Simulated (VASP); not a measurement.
Runs of VASP 6.6.1 on Ca. The structure is that of space group P6_3/mmc (No. 194), or close to it. The cells are those of the table. This isn't the form of Ca at room conditions, which is fcc.

| cell | gap on the mesh (eV) | pressure (GPa) |
| --- | --- | --- |
| a = 3.926, b = 3.926, c = 6.432 Å, angles 90.0, 90.0, 120.0°, 2 atoms | none | -0.8 |
| a = 4.133, b = 4.133, c = 6.771 Å, angles 90.0, 90.0, 120.0°, 2 atoms | none | -2.6 |
| a = 3.814, b = 3.814, c = 6.248 Å, angles 90.0, 90.0, 120.0°, 2 atoms | none | (a) |
| a = 3.871, b = 3.871, c = 6.341 Å, angles 90.0, 90.0, 120.0°, 2 atoms | none | (b) |
| a = 4.032, b = 4.032, c = 6.606 Å, angles 90.0, 90.0, 120.0°, 2 atoms | none | -1.9 |

Alike in all rows: task single point; level PBEsol; potentials or basis VASP PAW PBE potentials, release 64 (Ca_sv); no spin polarisation; k mesh 8 × 8 × 5; cutoff (eV) 520; smearing methfessel-paxton 0.1 eV.

Q: Estimate the missing entries.

A: (a) 0.7; (b) -0.1.

Caveats: the PAW data sets were made with another functional, which shifts forces and pressure a little.

A gap of «none» marks levels without a gap at the run's occupations.
